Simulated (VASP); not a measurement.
A run of VASP 6.6.1 is set up as follows.

The input INCAR:

```
PREC = Accurate
ENCUT = 520
EDIFF = 1E-6
ISMEAR = 0
SIGMA = 0.1
LREAL = False
LASPH = True
NELM = 60
ALGO = Normal
ISIF = 2
LWAVE = False
LCHARG = True
GGA = PE
LELF = True
LVHAR = True
NBANDS = 24
```

KPOINTS

```
Automatic mesh
0
Gamma
  3 3 1
```

The input POSCAR:

```
TaN
1.0
    3.0500010905      0.0000000000      0.0000000000
   -1.5250005453      2.6413784260      0.0000000000
    0.0000000000      0.0000000000      4.9400000000
Ta N
2 2
Direct
    0.3333333333      0.6666666667      0.0000000000
    0.6666666667      0.3333333333      0.5000000000
    0.3333333333      0.6666666667      0.3850000000
    0.6666666667      0.3333333333      0.8850000000
```

Potentials or basis: VASP PAW PBE potentials, release 64 (Ta_pv, N).

Launch:

```bash
$ cat potpaw_PBE.64/Ta_pv/POTCAR potpaw_PBE.64/N/POTCAR > POTCAR
$ mpirun -np 1 vasp_std > vasp.out
```

Question: Predict the largest force.

Answer: 1.809 eV/Å.

Question: Estimate the band gap on the k mesh.

Answer: Zero (bands 16 and 17 overlap by 0.93 eV).

Forces on the atoms (eV/Å):
```
Ta   0.000  0.000  1.809
Ta   0.000  0.000  1.809
N    0.000  0.000 -1.809
N    0.000  0.000 -1.809
```

Caveat: the k points lie up to 1.27 Å⁻¹ apart, too coarse for converged energies and pressures of a metal; spin-orbit coupling is left out, which moves the levels of the heavy elements; forces of over 1 eV/Å act on the atoms, so gaps and moduli don't describe the material at rest.
